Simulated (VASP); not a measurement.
Input of a VASP 6.6.1 run:

Contents of INCAR:

```
PREC     = Accurate       # precision mode
ENCUT    = 520            # plane-wave cutoff, eV
EDIFF    = 1E-6           # SCF threshold, eV
ISMEAR   = 0              # smearing method
SIGMA    = 0.05           # smearing width, eV
LREAL    = F              # projectors in reciprocal space
LASPH    = T              # aspherical terms in the spheres
NELM     = 100            # most SCF steps
ALGO     = Normal         # electronic algorithm
ISIF     = 2              # what is computed and relaxed
LWAVE    = F              # write WAVECAR
LCHARG   = T              # write CHGCAR
LDIPOL   = T            
IDIPOL   = 3            
DIPOL    = 0.5 0.5 0.413
GGA      = PE             # functional
IVDW     = 12             # dispersion correction
LELF     = T              # ELF
LVHAR    = T            
LVACPOTAV= T            
NBANDS   = 48             # bands
```

The input KPOINTS:

```
regular mesh
0
Gamma
  9 9 1
```

The input POSCAR:

```
InSe
1.0
    4.0266103653      0.0000000000      0.0000000000
   -2.0133051827      3.4871468675      0.0000000000
    0.0000000000      0.0000000000     28.2707107737
Se In
4 4
Direct
    0.0000000000      0.0000000000      0.1591753400
    0.0000000000      0.0000000000      0.3496677344
    0.4444444444      0.8888888889      0.4755931145
    0.4444444444      0.8888888889      0.6660855089
    0.6666666667      0.3333333333      0.2049979902
    0.6666666667      0.3333333333      0.3038451596
    1.1111111111      1.2222222222      0.5214157648
    1.1111111111      1.2222222222      0.6202629341
```

Potentials or basis: VASP PAW PBE potentials, release 64 (Se, In_d).

Run with:

```bash
$ cat potpaw_PBE.64/Se/POTCAR potpaw_PBE.64/In_d/POTCAR > POTCAR
$ mpirun -np 1 vasp_std > vasp.out
```

Q: Predict the band gap on the k mesh.

A: 1.23 eV (least direct gap 1.27 eV).

Q: Predict the dispersion energy per atom.

A: -0.249 eV.

Q: What does it give for the largest force?

A: 0.074 eV/Å.

Forces in eV/Å, atoms in the order of the input:
```
Se   0.000  0.001 -0.012
Se   0.000  0.009  0.073
Se   0.000 -0.002 -0.074
Se   0.000  0.000  0.012
In   0.000  0.001  0.015
In   0.000 -0.006  0.024
In   0.000 -0.004 -0.023
In   0.000  0.000 -0.015
```

Caveat: the cell differs from its parent crystal (layers slid over each other); spin-orbit coupling is left out, which moves the levels of the heavy elements.
